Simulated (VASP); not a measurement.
Runs of VASP 6.6.1 on Al. The structure is that of space group I4/mmm (No. 139), or close to it. The cells are those of the table. 

```csv
cell,gap on the mesh (eV),pressure (GPa)
"a = 2.828, b = 2.828, c = 2.943 Å, angles 58.6, 58.6, 62.7°, 1 atom",none,-3.4
"a = 2.804, b = 2.804, c = 3.022 Å, angles 57.4, 57.4, 65.2°, 1 atom",none,-2.6
"a = 2.915, b = 2.915, c = 2.773 Å, angles 61.6, 61.6, 56.8°, 1 atom",none,(a)
"a = 3.123, b = 3.123, c = 2.550 Å, angles 65.9, 65.9, 48.2°, 1 atom",none,5.7
"a = 3.188, b = 3.188, c = 2.500 Å, angles 66.9, 66.9, 46.2°, 1 atom",none,9.1
"a = 3.042, b = 3.042, c = 2.623 Å, angles 64.5, 64.5, 51.1°, 1 atom",none,1.7
"a = 2.789, b = 2.789, c = 3.109 Å, angles 56.1, 56.1, 67.8°, 1 atom",none,(b)
"a = 2.787, b = 2.787, c = 3.304 Å, angles 53.6, 53.6, 72.7°, 1 atom",none,-1.9
```

Alike in all rows: task single point; level PBE+D3(BJ); potentials or basis VASP PAW PBE potentials, release 64 (Al); no spin polarisation; k mesh 22 × 22 × 22; cutoff (eV) 520; smearing gaussian 0.15 eV.

Task: Fill in the values left out.

Result: (a) -3.2; (b) -2.1.

Caveats: pairwise dispersion overbinds metals, which lowers pressure and volume.

A gap of «none» marks levels without a gap at the run's occupations.
